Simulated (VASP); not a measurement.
Wanted: the native input for a VASP 6.6.1 run.

| Item | Value |
| --- | --- |
| Task | single point |
| Functional | LDA |
| Potentials or basis | VASP PAW LDA potentials, release 64 (Be, N) |
| Cutoff | 520 eV |
| k mesh | 19 × 19 × 19 |
| Occupations | fermi-dirac, width 0.05 eV |
| Spin | no spin polarisation |
| Dipole correction | no |
| Further INCAR settings | ALGO = Normal; EDIFF = 1e-06; NBANDS = 16 |

The structure of Be3N2 lies in POSCAR:

```
Be3N2
1.0
    1.4048830570      0.8111096111      4.8000294343
   -1.4048830570      0.8111096111      4.8000294343
    0.0000000000     -1.6222192223      4.8000294343
Be N
3 2
Direct
    0.8584598181      0.8584598181      0.8584598181
    0.3178167968      0.3178167968      0.3178167968
    0.0888970066      0.0888970066      0.0888970066
    0.2042221177      0.2042221177      0.2042221177
    0.7087052608      0.7087052608      0.7087052608
```

These files were run (other wordings do the same):

INCAR

```
PREC = Accurate
ENCUT = 520
EDIFF = 1E-6
ISMEAR = -1
SIGMA = 0.05
LREAL = F
LASPH = T
NELM = 80
ALGO = Normal
ISIF = 2
LWAVE = F
LCHARG = F
NBANDS = 16
```

KPOINTS

```
Automatic mesh
0
Gamma
  19 19 19
```

Potentials or basis: VASP PAW LDA potentials, release 64 (Be, N).

Run with:

```bash
$ cat potpaw_LDA.64/Be/POTCAR potpaw_LDA.64/N/POTCAR > POTCAR
$ mpirun -np 1 vasp_std > vasp.out
```

It gave:

```json
{
 "Pressure": "0.5 GPa",
 "Largest force": "0.018 eV/Å",
 "Band gap on the k mesh": "2.77 eV (least direct gap 3.90 eV)"
}
```

It took 18 min on 1 thread of Oxide Virtual Turin-like Processor, with other jobs on the host, peak memory 0.39 GiB.
